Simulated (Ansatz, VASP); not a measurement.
## One calculation of C, two programs

File INCAR:

```
PREC     = Accurate       # precision mode
ENCUT    = 600            # plane-wave cutoff, eV
EDIFF    = 1E-6           # SCF threshold, eV
ISMEAR   = 0              # smearing method
SIGMA    = 0.02           # smearing width, eV
LREAL    = False          # projectors in reciprocal space
LASPH    = True           # aspherical terms in the spheres
NELM     = 120            # most SCF steps
ALGO     = Normal         # electronic algorithm
ISIF     = 2              # what is computed and relaxed
LWAVE    = False          # write WAVECAR
LCHARG   = False          # write CHGCAR
GGA      = PS             # functional
NBANDS   = 11             # bands
GGA_COMPAT= False
```

The input KPOINTS:

```
Automatic mesh
0
Gamma
  12 12 12
```

Contents of POSCAR:

```
C
1.0
    0.0000000000      1.7768347277      1.7768347277
    1.7768347277      0.0000000000      1.7768347277
    1.7768347277      1.7768347277      0.0000000000
C
2
Direct
    0.0000000000      0.0000000000      0.0000000000
    0.2500000000      0.2500000000      0.2500000000
```

Input for Ansatz:

```yaml
crystal:
  lattice:
    - [0.0, 1.7768347277, 1.7768347277]
    - [1.7768347277, 0.0, 1.7768347277]
    - [1.7768347277, 1.7768347277, 0.0]
  atoms:
    - { symbol: C, position: [0.0, 0.0, 0.0] }
    - { symbol: C, position: [0.25, 0.25, 0.25] }
basis:
  ecutwfc: 420
kpoints:
  mp_grid: { grid: [12, 12, 12] }
  band_path:
    path:
      - [[0.0, 0.0, 0.0], [0.5, 0.0, 0.5], [0.625, 0.25, 0.625]]
      - [[0.375, 0.375, 0.75], [0.0, 0.0, 0.0], [0.5, 0.5, 0.5], [0.5, 0.25, 0.75], [0.5, 0.0, 0.5]]
    npoints: 10
hamiltonian:
  xc: pbesol
  pseudopotentials: { kind: paw, azcp: { folder: soft_1 } }
scf:
  occupations: { method: gaussian, width: 0.02 }
  n_extra_bands: 7
output:
  forces: true
  stress: true
  eigenvalues: true
```

Alike in both runs: task single point; functional PBEsol; k mesh 12 × 12 × 12; occupations gaussian, width 0.02 eV; no spin polarisation.

```csv
,VASP,Ansatz
version,VASP 6.6.1,Ansatz 0.2.0
potentials or method,"VASP PAW PBE potentials, release 64 (C), cutoff 600 eV","scalar-relativistic, plane waves, PAW"
valence electrons in the cell,8,8
```

Ansatz gave:

| Item | Value |
| --- | --- |
| gap on the k mesh at the Fermi level (eV) | 4.07 |
| least direct gap on the mesh (eV) | 5.57 |
| pressure (GPa) | 0.0 |

What did VASP give for the same quantities?

gap on the k mesh at the Fermi level (eV): 4.06; least direct gap on the mesh (eV): 5.57; pressure (GPa): 0.5.

VASP's potentials were made for PBE, not for PBEsol, and Ansatz warns of the same on its side. The functional is the same, so the differences come from potentials, cutoffs and numerics.
